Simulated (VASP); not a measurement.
Wanted: the native input for a VASP 6.6.1 run.

| Item | Value |
| --- | --- |
| Task | single point |
| Functional | PBE |
| Potentials or basis | VASP PAW PBE potentials, release 64 (Cr_pv, In_d, Zn, Te) |
| Cutoff | 400 eV |
| k mesh | 2 × 2 × 1 |
| Occupations | fermi-dirac, width 0.05 eV |
| Spin | collinear spin, ferromagnetic start |
| Starting moments | [0.6, 0.0, 0.0, 0.0, 0.0, 0.0, 0.0, 0.0, 0.0, 0.0, 0.0, 0.0, 0.0, 0.0] μB |
| Dipole correction | no |
| Further INCAR settings | ALGO = Normal; EDIFF = 1e-06; NBANDS = 78 |

The structure of Zn2CrIn3Te8 (a cell with a defect) lies in POSCAR:

```
Zn2CrIn3Te8
1.0
    6.1220000000      0.0000000000      0.0000000000
    0.0000000000      6.1220000000      0.0000000000
    0.0000000000      0.0000000000     12.2400000000
Cr In Zn Te
1 3 2 8
Direct
    0.5000000000      0.5000000000      0.0000000000
    0.0000000000      0.5000000000      0.2500000000
    0.0000000000      0.0000000000      0.5000000000
    0.5000000000      0.0000000000      0.7500000000
    0.0000000000      0.0000000000      0.0000000000
    0.5000000000      0.5000000000      0.5000000000
    0.2500000000      0.2500000000      0.1250000000
    0.7500000000      0.2500000000      0.3750000000
    0.7500000000      0.7500000000      0.1250000000
    0.2500000000      0.7500000000      0.3750000000
    0.7500000000      0.7500000000      0.6250000000
    0.2500000000      0.7500000000      0.8750000000
    0.2500000000      0.2500000000      0.6250000000
    0.7500000000      0.2500000000      0.8750000000
```

The input as run:

INCAR

```
SYSTEM = Zn2CrIn3Te8
PREC     = Accurate       ! precision mode
ENCUT    = 400            ! plane-wave cutoff, eV
EDIFF    = 1E-6           ! SCF threshold, eV
ISMEAR   = -1             ! smearing method
SIGMA    = 0.05           ! smearing width, eV
LREAL    = .False.        ! projectors in reciprocal space
LASPH    = .True.         ! aspherical terms in the spheres
NELM     = 200            ! most SCF steps
ALGO     = Normal         ! electronic algorithm
ISIF     = 2              ! what is computed and relaxed
LWAVE    = .False.        ! write WAVECAR
LCHARG   = .False.        ! write CHGCAR
ISPIN    = 2              ! spin polarisation
MAGMOM   = 0.6 0 0 0 0 0 0 0 0 0 0 0 0 0 ! initial moments
LORBIT   = 11             ! projections on sites
LMAXMIX  = 4              ! l up to which the mixer works
GGA      = PE             ! functional
NBANDS   = 78             ! bands
GGA_COMPAT= .False.
```

KPOINTS

```
Automatic mesh
0
Gamma
  2 2 1
  0 0 0
```

Potentials or basis: VASP PAW PBE potentials, release 64 (Cr_pv, In_d, Zn, Te).

Launch:

```console
$ cat potpaw_PBE.64/Cr_pv/POTCAR potpaw_PBE.64/In_d/POTCAR potpaw_PBE.64/Zn/POTCAR potpaw_PBE.64/Te/POTCAR > POTCAR
$ mpirun -np 1 vasp_std > vasp.out
```

It gave:

```yaml
Pressure: 5.8 GPa
Largest_force: 1.788 eV/Å
Band_gap_on_the_k_mesh: zero (filled and empty bands overlap)
Net_moment: 3.00 μB per cell
Site_moments: Cr +3.20; In +0.02, +0.00 (each value once); Zn +0.02, -0.00; Te -0.09, -0.01 (each value once) μB
Valence_electrons_inside_the_program's_atomic_spheres: Cr 10.56; In 11.59, 11.58 (each value once); Zn 10.73; Te 3.45, 3.48 (each value once)
```

Caveat: the k points lie up to 0.51 Å⁻¹ apart; spin-orbit coupling is left out, which moves the levels of the heavy elements.

It took 10 min on 1 thread of Intel Xeon 8259CL (shared host), peak memory 0.52 GiB.
